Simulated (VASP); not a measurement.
Runs of VASP 6.6.1 on Au. The structure is hexagonal, space group P6_3/mmc (No. 194). The conventional cell has a = 2.900 Å, b = 2.900 Å, c = 4.880 Å, α = 90.00°, β = 90.00°, γ = 120.00°. Within 3.8 Å of Au (site symmetry -6m2) lie 12 Au at 2.90 to 2.96 Å. This isn't the form of Au at room conditions, which is fcc.

```csv
task,level,potentials or basis,cell,k mesh,cutoff (eV),smearing,gap on the mesh (eV),pressure (GPa)
electric field gradients,PBE,"VASP PAW PBE potentials, release 64 (Au_sv_GW)",as given,17 × 17 × 9,400,fermi-dirac 0.02 eV,none,-2.3
electric field gradients,PBEsol,"VASP PAW PBE potentials, release 64 (Au_sv_GW)",as given,18 × 18 × 10,400,fermi-dirac 0.05 eV,none,-10.3
electric field gradients,LDA,"VASP PAW LDA potentials, release 64 (Au_sv_GW)",as given,18 × 18 × 10,400,fermi-dirac 0.05 eV,none,(a)
relaxation of the atoms,PBE,"VASP PAW PBE potentials, release 64 (Au)",atoms relaxed,18 × 18 × 10,520,fermi-dirac 0.05 eV,none,1.7
```

Alike in all rows: no spin polarisation.

Problem. Fill in the values left out.

Solution. (a) -14.1.

Caveats: spin-orbit coupling is left out, which moves the levels of the heavy elements; the cell stands under tension (at least some runs); the PAW data sets were made with another functional, which shifts forces and pressure a little (at least some runs).

A k mesh can miss the band edges, and the runs leave out spin-orbit coupling on Au.

A gap of «none» marks levels without a gap at the run's occupations.

The runs don't all hold the same shells in valence.
